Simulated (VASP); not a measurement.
# C18F in VASP: notebook

C18F is run at these levels: PBEsol; tasks: single point.

Program: VASP 6.6.1. These are calculated values, not measurements. Logs are shortened: lines on timing, memory, paths and dates and some standing lists are left out, and cuts for length are marked.

### Step 1. The cell of the first run

The cell holds a slab with vacuum, 19 atoms: a = 7.398 Å, b = 7.398 Å, c = 13.000 Å, α = 90.00°, β = 90.00°, γ = 120.00°.

### Step 2. Single point, PBEsol, collinear spin, zero start

Input file INCAR:

```
PREC = Accurate
ENCUT = 520
EDIFF = 1E-6
ISMEAR = -1
SIGMA = 0.05
LREAL = Auto
LASPH = T
NELM = 150
ALGO = Normal
ISIF = 2
LWAVE = F
LCHARG = T
ISPIN = 2
MAGMOM = 0 0 0 0 0 0 0 0 0 0 0 0 0 0 0 0 0 0 0
LORBIT = 11
GGA = PS
LELF = T
LVHAR = T
NBANDS = 58
```

Input file KPOINTS:

```
Automatic mesh
0
Gamma
  2 2 1
```

Input file POSCAR:

```
C18F
1.0
    7.3980000000      0.0000000000      0.0000000000
   -3.6990000000      6.4068560000      0.0000000000
    0.0000000000      0.0000000000     13.0000000000
C F
18 1
Direct
   -0.0042308732      0.0013630711      0.0719866154
    0.2178534955      0.1125934468      0.0712913846
   -0.0050842289      0.3344960461      0.0722066154
    0.2166545223      0.4453493258      0.0730529231
   -0.0039909290      0.6683501237      0.0710925385
    0.2180083630      0.7791821761      0.0711538462
    0.3289826489      0.0014551599      0.0715956154
    0.5507363935      0.1122235305      0.0713424615
    0.3290934394      0.3351163191      0.0727299231
    0.5503867345      0.4449213468      0.0752248462
    0.3292803936      0.6678633014      0.0733755385
    0.5508171078      0.7789775515      0.0769720769
    0.6618254795      0.0007353061      0.0732970000
    0.8839668082      0.1124315889      0.0729480000
    0.6617471971      0.3347228344      0.0719544615
    0.8839727038      0.4456104523      0.0719659231
    0.6642938176      0.6683421635      0.0886223077
    0.8873248806      0.7805948815      0.0742269231
    0.7377860154      0.6889613252      0.2257306923
```

Potentials or basis: VASP PAW PBE potentials, release 64 (C, F).

Run with:

```sh
$ cat potpaw_PBE.64/C/POTCAR potpaw_PBE.64/F/POTCAR > POTCAR
$ mpirun -np 1 vasp_std > vasp.out
```

OUTCAR:

```text
PREC = Accurate
   ENCUT = 520
   EDIFF = 1E-6
   ISMEAR = -1
   LREAL = Auto
   LASPH = T
   NELM = 150
   ISIF = 2
   ISPIN = 2
   LORBIT = 11
   GGA = PS

 ion  position               nearest neighbor table
   1  0.996  0.001  0.072-  18 1.41   2 1.42  14 1.43
   2  0.218  0.113  0.071-   1 1.42   7 1.42   9 1.43
   3  0.995  0.334  0.072-   4 1.42  16 1.42  14 1.42
   4  0.217  0.445  0.073-   3 1.42  11 1.43   9 1.43
   5  0.996  0.668  0.071-  18 1.42   6 1.42  16 1.43
   6  0.218  0.779  0.071-   5 1.42   7 1.42  11 1.43
[... 8 lines left out ...]
  15  0.662  0.335  0.072-  10 1.42  16 1.42   8 1.43
  16  0.884  0.446  0.072-   3 1.42  15 1.42   5 1.43
  17  0.664  0.668  0.089-  18 1.44  10 1.44  12 1.44  19 1.85
  18  0.887  0.781  0.074-   1 1.41   5 1.42  17 1.44
  19  0.738  0.689  0.226-  17 1.85

  LATTYP: Found a hexagonal cell.
 ALAT       =     7.3980000000
 C/A-ratio  =     1.7572316842

  Lattice vectors:

 A1 = (   7.3980000000,   0.0000000000,   0.0000000000)
 A2 = (  -3.6990000000,   6.4068560000,   0.0000000000)
 A3 = (   0.0000000000,   0.0000000000,  13.0000000000)

Analysis of symmetry for initial positions (statically):
=====================================================================
 Subroutine PRICEL returns:
 Original cell was already a primitive cell.

 Routine SETGRP: Setting up the symmetry group for a
 hexagonal supercell.

 Subroutine GETGRP returns: Found  1 space group operations
 (whereof  1 operations were pure point group operations)
 out of a pool of 24 trial point group operations.

The static configuration has the point symmetry C_1 .

Analysis of symmetry for dynamics (positions and initial velocities):
=====================================================================
 Subroutine PRICEL returns:
 Original cell was already a primitive cell.

 Routine SETGRP: Setting up the symmetry group for a
 hexagonal supercell.

 Subroutine GETGRP returns: Found  1 space group operations
 (whereof  1 operations were pure point group operations)
 out of a pool of 24 trial point group operations.

The dynamic configuration has the point symmetry C_1 .

Analysis of structural, dynamic, and magnetic symmetry:
=====================================================================
 Subroutine PRICEL returns:
 Original cell was already a primitive cell.

 Routine SETGRP: Setting up the symmetry group for a
 hexagonal supercell.

 Subroutine GETGRP returns: Found  1 space group operations
 (whereof  1 operations were pure point group operations)
 out of a pool of 24 trial point group operations.

The overall configuration has the point symmetry C_1 .

 Subroutine INISYM returns: Found  1 space group operations
 (whereof  1 operations are pure point group operations),
 and found     1 'primitive' translations

----------------------------------------------------------------------------------------

                                     Primitive cell

  volume of cell :     616.1730

  direct lattice vectors                    reciprocal lattice vectors
     7.398000000  0.000000000  0.000000000     0.135171668  0.078041398  0.000000000
    -3.699000000  6.406856000  0.000000000     0.000000000  0.156082796  0.000000000
     0.000000000  0.000000000 13.000000000     0.000000000  0.000000000  0.076923077

  length of vectors
     7.398000000  7.398000054 13.000000000     0.156082797  0.156082796  0.076923077

  position of ions in fractional coordinates (direct lattice)
     0.995769127  0.001363071  0.071986615
     0.217853496  0.112593447  0.071291385
     0.994915771  0.334496046  0.072206615
     0.216654522  0.445349326  0.073052923
     0.996009071  0.668350124  0.071092538
     0.218008363  0.779182176  0.071153846
[... 11 lines left out ...]
     0.887324881  0.780594882  0.074226923
     0.737786015  0.688961325  0.225730692

[... 51 lines left out ...]
  0.500000  0.000000  0.000000      1.000000
  0.000000  0.500000  0.000000      1.000000
  0.500000  0.500000  0.000000      1.000000
   k-points           NKPTS =      4   k-points in BZ     NKDIM =      4   number of bands    NBANDS=     58
   number of dos      NEDOS =    301   number of ions     NIONS =     19
   total plane-waves  NPLWV = 307328
   dimension x,y,z NGX =    56 NGY =   56 NGZ =   98
   dimension x,y,z NGXF=   112 NGYF=  112 NGZF=  196
   ions per type =              18   1
   NGX,Y,Z   is equivalent  to a cutoff of  12.58, 12.58, 12.53 a.u.
   NGXF,Y,Z  is equivalent  to a cutoff of  25.17, 25.17, 25.06 a.u.
 SYSTEM =  unknown system
   PREC   = accura    normal or accurate (medium, high low for compatibility)
   ISTART =      0    job   : 0-new  1-cont  2-samecut
   ICHARG =      2    charge: 1-file 2-atom 10-const
   ISPIN  =      2    spin polarized calculation?
   LNONCOLLINEAR =      F non collinear calculations
   LSORBIT =      F    spin-orbit coupling
   LASPH  =      T    aspherical Exc in radial PAW
   ENCUT  =  520.0 eV  38.22 Ry    6.18 a.u.  13.76 13.76 24.17*2*pi/ulx,y,z
   NELM   =    150;   NELMIN=  2; NELMDL= -5     # of ELM steps
   EDIFF  = 0.1E-05   stopping-criterion for ELM
   LREAL  =      T    real-space projection
   EDIFFG = 0.1E-04   stopping-criterion for IOM
   NSW    =      0    number of steps for IOM
   IBRION =     -1    ionic relax: 0-MD 1-quasi-New 2-CG
   NFREE  =      0    steps in history (QN), initial steepest desc. (CG)
   ISIF   =      2    stress and relaxation
   ISYM   =      2    0-nonsym 1-usesym 2-fastsym
   POTIM  = 0.5000    time-step for ionic-motion
   TEBEG  =    0.0;   TEEND  =   0.0 temperature during run
   PSTRESS=    0.0 pullay stress
   NELECT =      79.0000    total number of electrons
   NUPDOWN=      -1.0000    fix difference up-down
   EMIN   =  10.00;   EMAX   =-10.00  energy-range for DOS
   EFERMI =   0.00;   METHOD = LEGACY
   ISMEAR =    -1;   SIGMA  =   0.05  broadening in eV -4-tet -1-fermi 0-gaus
   EFERMI_NEDOS =   21; number of points for ismear=-14 and -15
   IALGO  =     38    algorithm
   IMIX   =      4    mixing-type and parameters
     AMIX     =   0.40;   BMIX     =  1.00
     AMIX_MAG =   1.60;   BMIX_MAG =  1.00
  volume/ion in A,a.u.               =      32.43       218.85
  Fermi-wavevector in a.u.,A,eV,Ry     =   0.825499  1.559966  9.271661  0.681448
  Thomas-Fermi vector in A             =   1.937368
   LORBIT       =     11    0 simple, 1 ext, 2 COOP (PROOUT), +10 PAW based schemes
   GGA     = PS    functional components
   LHFCALC =     F    Hartree Fock is set to
   AEXX    =    0.0000 exact exchange contribution
   IVDW    =     0    specifies the selected vdW correction
   LEPSILON=     F    determine dielectric tensor
   LRPA    =     F    only Hartree local field effects (RPA)
 spin polarized calculation
  energy-cutoff  :      520.00
  volume of cell :      616.17
 maximum number of plane-waves:     16651
 NGX is ok and might be reduce to    56
   NGX = 27   NGY = 27   NGZ = 49

 number of electron      78.9999999 magnetization      -0.0000000

 number of electron      78.9999999 magnetization       0.0000000

 Free energy of the ion-electron system (eV)
  ---------------------------------------------------
  ext. energy  EPLUGINS =         0.00000000
  ---------------------------------------------------
  free energy    TOTEN  =      -175.90901850 eV

  energy without entropy =     -175.90740540  energy(sigma->0) =     -175.90821195

 E-fermi :  -2.8956     XC(G=0):  -3.5151

 val. band max:       -3.1972491495   @ k =   0.5000   0.5000   0.0000
 cond. band min:      -2.6128880739   @ k =   0.0000   0.0000   0.0000
 fundamental gap:      0.5843610756
 Fermi energy:        -2.8956232842

 spin component 1

 k-point     1 :       0.0000    0.0000    0.0000
  band No.  band energies     occupation
      1     -23.7421      1.00000
      2     -22.0381      1.00000
      3     -19.5794      1.00000
      4     -19.5736      1.00000
      5     -19.5654      1.00000
      6     -19.5221      1.00000
[... 205 lines left out ...]
     50       3.7527      0.00000
     51       3.8449      0.00000
 Fermi energy:        -2.8956232842

 spin component 2

 k-point     1 :       0.0000    0.0000    0.0000
  band No.  band energies     occupation
      1     -23.7421      1.00000
      2     -22.0381      1.00000
      3     -19.5794      1.00000
      4     -19.5736      1.00000
      5     -19.5654      1.00000
      6     -19.5221      1.00000
[... 205 lines left out ...]
     50       3.7527      0.00000
     51       3.8449      0.00000
 [bands above 51 left out]

------------------------ aborting loop because EDIFF is reached ----------------------------------------

  FORCE on cell =-STRESS in cart. coord.  units (eV):
  Direction    XX          YY          ZZ          XY          YZ          ZX
  --------------------------------------------------------------------------------------
  -------------------------------------------------------------------------------------
  Total       -3.5645502     -3.4707178     -0.0884655      0.2697002     -0.3343566     -1.1050622
  in kB       -9.2685687     -9.0245851     -0.2300287      0.7012764     -0.8693964     -2.8733905
  external PRESSURE =      -6.1743942 kB  Pullay stress =       0.0000000 kB

 VOLUME and BASIS-vectors are now :
 -----------------------------------------------------------------------------
  energy-cutoff  :      520.00
  volume of cell :      616.17
      direct lattice vectors                 reciprocal lattice vectors
     7.398000000  0.000000000  0.000000000     0.135171668  0.078041398  0.000000000
    -3.699000000  6.406856000  0.000000000     0.000000000  0.156082796  0.000000000
     0.000000000  0.000000000 13.000000000     0.000000000  0.000000000  0.076923077

 POSITION                                       TOTAL-FORCE (eV/Angst)
 -----------------------------------------------------------------------------------
      7.36166      0.00873      0.93583         0.020875     -0.000652     -0.082662
      1.19520      0.72137      0.92679         0.046105      0.016123     -0.036527
      6.12309      2.14307      0.93869         0.010825     -0.001188      0.009565
     -0.04454      2.85329      0.94969         0.032849      0.005876      0.023555
      4.89625      4.28202      0.92420         0.008609      0.014360     -0.060887
     -1.26937      4.99211      0.92500         0.045322      0.012657     -0.025445
[... 11 lines left out ...]
      3.67701      5.00116      0.96495         0.062055      0.024976     -0.217361
      2.90967      4.41408      2.93450        -0.565926     -0.165685      0.020148
 -----------------------------------------------------------------------------------
    total drift:                               -0.011240     -0.000445      0.019423

  FREE ENERGIE OF THE ION-ELECTRON SYSTEM (eV)
  ---------------------------------------------------
  free  energy   TOTEN  =      -175.9090185028 eV

  energy  without entropy=     -175.9074054028  energy(sigma->0) =     -175.90821195

 total charge

# of ion       s       p       d       tot
------------------------------------------
    1        0.860   1.780   0.000   2.640
    2        0.861   1.772   0.000   2.633
    3        0.859   1.779   0.000   2.639
    4        0.857   1.783   0.000   2.640
    5        0.860   1.779   0.000   2.639
    6        0.860   1.772   0.000   2.633
[... 11 lines left out ...]
   18        0.865   1.766   0.000   2.630
   19        1.749   4.246   0.000   5.996
--------------------------------------------------
tot         17.211  36.140   0.000  53.351

 magnetization (x)

# of ion       s       p       d       tot
------------------------------------------
    1        0.000   0.000   0.000   0.000
    2        0.000  -0.000   0.000  -0.000
    3       -0.000   0.000   0.000  -0.000
    4       -0.000  -0.000   0.000  -0.000
    5        0.000   0.000   0.000   0.000
    6        0.000  -0.000   0.000  -0.000
[... 11 lines left out ...]
   18        0.000   0.000   0.000   0.000
   19        0.000   0.000   0.000   0.000
--------------------------------------------------
tot         -0.000  -0.000   0.000  -0.000
```

Run time: 11 min. Hardware: 1 thread of Oxide Virtual Turin-like, shared host; peak memory 0.9 GiB.

Results:

```
Free energy                                           : -175.9090 eV
Largest force                                         : 0.590 eV/Å
Net moment                                            : 0.00 μB per cell
Valence electrons inside the program's atomic spheres : C 2.64, 2.63, 2.55 (each value once); F 6.00
```

Forces in eV/Å, atoms in the order of the input:
```
C    0.021 -0.001 -0.083
C    0.046  0.016 -0.037
C    0.011 -0.001  0.010
C    0.033  0.006  0.024
C    0.009  0.014 -0.061
C    0.045  0.013 -0.025
C    0.013 -0.004 -0.023
C    0.031  0.003 -0.013
C    0.029  0.010  0.026
C    0.037 -0.001  0.072
C    0.023  0.013  0.033
C    0.027  0.011  0.067
C    0.029 -0.003  0.008
C    0.033  0.015 -0.009
C    0.021  0.011  0.007
C    0.038  0.011  0.003
C    0.060  0.026  0.199
C    0.062  0.025 -0.217
F   -0.566 -0.166  0.020
```

Levels at points of the mesh, in eV from the Fermi level:
Spin up:
```csv
k point,band 37,band 38,band 39,band 40,band 41,band 42,band 43,band 44
"(0.00, 0.00, 0.00)",-1.73,-1.45,0.28,0.34,0.50,1.23,4.19,5.15
"(0.50, 0.00, 0.00)",-2.23,-1.68,-1.24,-0.46,2.16,2.77,2.90,2.94
"(0.00, 0.50, 0.00)",-2.18,-1.63,-1.40,-0.31,2.11,2.78,2.84,2.95
"(0.50, 0.50, 0.00)",-2.18,-1.63,-1.41,-0.30,2.10,2.78,2.82,2.95
```
Spin down:
| k point | band 38 | band 39 | band 40 | band 41 | band 42 | band 43 |
| --- | --- | --- | --- | --- | --- | --- |
| (0.00, 0.00, 0.00) | -1.45 | 0.28 | 0.34 | 0.50 | 1.23 | 4.19 |
| (0.50, 0.00, 0.00) | -1.68 | -1.24 | -0.46 | 2.16 | 2.77 | 2.90 |
| (0.00, 0.50, 0.00) | -1.63 | -1.40 | -0.31 | 2.11 | 2.78 | 2.84 |
| (0.50, 0.50, 0.00) | -1.63 | -1.41 | -0.30 | 2.10 | 2.78 | 2.82 |

Caveat: the k points lie up to 0.49 Å⁻¹ apart; there is no dipole correction, which matters where the two faces differ; no moment was typed at the start, so none could form; the PAW data sets were made with another functional, which shifts forces and pressure a little.

(Continued in part 2 of 2.)
